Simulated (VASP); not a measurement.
ZnSe:

```xyz
2
Lattice="-2.0690 2.0690 2.4273 2.0690 -2.0690 2.4273 2.0690 2.0690 -2.4273" Properties=species:S:1:pos:R:3 pbc="T T T"
Zn    2.0690    0.0000    1.2137
Se    0.0000    0.0000    2.4273
```

- Program: VASP 6.6.1
- Task: relaxation of cell and atoms
- Functional: PBE
- Potentials or basis: VASP PAW PBE potentials, release 64 (Zn, Se)
- Cutoff: 600 eV
- k mesh: 6 × 6 × 6
- Occupations: gaussian, width 0.1 eV
- Spin: no spin polarisation

At the start: pressure 8.6 GPa; volume 20.78 Å³/atom.

Q: Where does the relaxation end?

A: Over 10 steps the energy falls by 109.1 meV/atom and the volume is 23.62 Å³/atom (+13.6 %); space group F-43m (No. 216, to 0.05 Å).

Step by step:
| step | energy change (eV) | largest force (eV/Å) | pressure (GPa) | volume (Å³) |
| --- | --- | --- | --- | --- |
| 1 | 0.0000 | 0.0000 | 8.63 | 41.56 |
| 2 | -0.1294 | 0.0000 | -2.02 | 48.67 |
| 3 | -0.1378 | 0.0000 | -0.30 | 47.06 |
| 4 | -0.1612 | 0.0000 | -0.31 | 47.21 |
| 5 | -0.2090 | 0.0000 | -0.32 | 47.50 |
| 6 | -0.1643 | 0.0000 | -0.34 | 47.36 |
| 7 | -0.2174 | 0.0000 | -0.27 | 47.55 |
| 8 | -0.2178 | 0.0000 | -0.31 | 47.55 |
| 9 | -0.2178 | 0.0000 | 0.49 | 46.96 |
| 10 | -0.2181 | 0.0000 | 0.09 | 47.23 |

Final structure:
```cif
data_structure
_symmetry_space_group_name_H-M 'P 1'
_symmetry_Int_Tables_number 1
_cell_length_a 4.0564
_cell_length_b 4.0564
_cell_length_c 4.0564
_cell_angle_alpha 119.947
_cell_angle_beta 119.947
_cell_angle_gamma 90.092
_cell_volume 47.23
loop_
_atom_site_label
_atom_site_type_symbol
_atom_site_fract_x
_atom_site_fract_y
_atom_site_fract_z
_atom_site_occupancy
Zn1 Zn 0.25000 0.75000 0.50000 1
Se1 Se 0.50000 0.50000 0.00000 1
```
